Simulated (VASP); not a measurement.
Input of a VASP 6.6.1 run:

The input INCAR:

```
PREC = Accurate
ENCUT = 520
EDIFF = 1E-7
ISMEAR = -1
SIGMA = 0.05
LREAL = False
LASPH = True
NELM = 60
ALGO = Normal
ISIF = 2
LWAVE = False
LCHARG = True
GGA = PE
LELF = True
LVHAR = True
NBANDS = 18
```

Contents of KPOINTS:

```
Automatic mesh
0
Gamma
  18 18 10
```

POSCAR

```
Au
1.0
    2.9568771850      0.0000000000      0.0000000000
   -1.4784385925      2.5607307581      0.0000000000
    0.0000000000      0.0000000000      4.9757105734
Au
2
Direct
    0.3333333333      0.6666666667      0.7500000000
    0.6666666667      0.3333333333      0.2500000000
```

Potentials or basis: VASP PAW PBE potentials, release 64 (Au).

Command:

```bash
$ cat potpaw_PBE.64/Au/POTCAR > POTCAR
$ mpirun -np 1 vasp_std > vasp.out
```

Problem. Estimate the pressure.

Solution. -5.5 GPa.

Problem. What does it give for the band gap on the k mesh?

Solution. Zero (bands 11 and 12 overlap by 6.28 eV).

Stress tensor (GPa, compression positive):
```
-5.61  0.00  0.00
 0.00 -5.61  0.00
 0.00  0.00 -5.36
```

Caveat: the cell stands under tension; spin-orbit coupling is left out, which moves the levels of the heavy elements.
